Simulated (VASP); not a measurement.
Write the native input for VASP 6.6.1 that does the following.

* Task: single point
* Functional: PBE
* Potentials or basis: VASP PAW PBE potentials, release 64 (Zn, O, S)
* Cutoff: 520 eV
* k mesh: 3 × 3 × 2
* Occupations: fermi-dirac, width 0.01 eV
* Spin: no spin polarisation
* Dipole correction: no
* Further INCAR settings: LREAL = Auto; ALGO = Normal; EDIFF = 1e-06; NBANDS = 166

The structure of Zn16S15O (a cell with a defect) lies in POSCAR:

```
Zn16S15O
1.0
    7.6115929341      0.0000000000      0.0000000000
   -3.8057964671      6.5918328442      0.0000000000
    0.0000000000      0.0000000000     12.4759632600
Zn O S
16 1 15
Direct
    0.1666666667      0.3333333333      0.0230465343
    0.1666666667      0.3333333333      0.5024988558
    0.1649858399      0.8324929199      0.0006895353
    0.1692054518      0.8346027259      0.4967570611
    0.6675070801      0.3350141601      0.0006895353
    0.6653972741      0.3307945482      0.4967570611
    0.6675070801      0.8324929199      0.0006895353
    0.6653972741      0.8346027259      0.4967570611
    0.3180042111      0.1819957889      0.2423764696
    0.3326754491      0.1673245509      0.7539982538
    0.3180042111      0.6360084222      0.2423764696
    0.3326754491      0.6653508982      0.7539982538
    0.8639915778      0.1819957889      0.2423764696
    0.8346491018      0.1673245509      0.7539982538
    0.8333333333      0.6666666667      0.2487106196
    0.8333333333      0.6666666667      0.7466644657
    0.1666666667      0.3333333333      0.1884399529
    0.1666666667      0.3333333333      0.6892101980
    0.1675525231      0.8337762615      0.1877285887
    0.1698832611      0.8349416305      0.6864676373
    0.6662237385      0.3324474769      0.1877285887
    0.6650583695      0.3301167389      0.6864676373
    0.6662237385      0.8337762615      0.1877285887
    0.6650583695      0.8349416305      0.6864676373
    0.3308088955      0.1691911045      0.4319404848
    0.3301583455      0.1698416545      0.9432904962
    0.3308088955      0.6616177911      0.4319404848
    0.3301583455      0.6603166911      0.9432904962
    0.8383822089      0.1691911045      0.4319404848
    0.8396833089      0.1698416545      0.9432904962
    0.8333333333      0.6666666667      0.4370722842
    0.8333333333      0.6666666667      0.9346115093
```

The input as run:

INCAR

```
ALGO = Normal ; EDIFF = 1E-6
ENCUT = 520 ; GGA = PE
ISIF = 2 ; ISMEAR = -1
LASPH = T ; LCHARG = T
LELF = T ; LREAL = Auto
LVHAR = T ; LWAVE = F
NBANDS = 166 ; NELM = 100
PREC = Accurate ; SIGMA = 0.01
```

KPOINTS

```
k-points
0
Gamma
  3 3 2
```

Potentials or basis: VASP PAW PBE potentials, release 64 (Zn, O, S).

Run with:

```sh
$ cat potpaw_PBE.64/Zn/POTCAR potpaw_PBE.64/O/POTCAR potpaw_PBE.64/S/POTCAR > POTCAR
$ mpirun -np 1 vasp_std > vasp.out
```

Results of the run:

```json
{
  "Pressure": "0.4 GPa",
  "Largest force": "0.034 eV/Å",
  "Band gap on the k mesh": "1.48 eV"
}
```

It took 17 min on 1 thread of AMD EPYC 9R45 96-Core Processor (Zen 5) (shared host), peak memory 0.9 GiB.
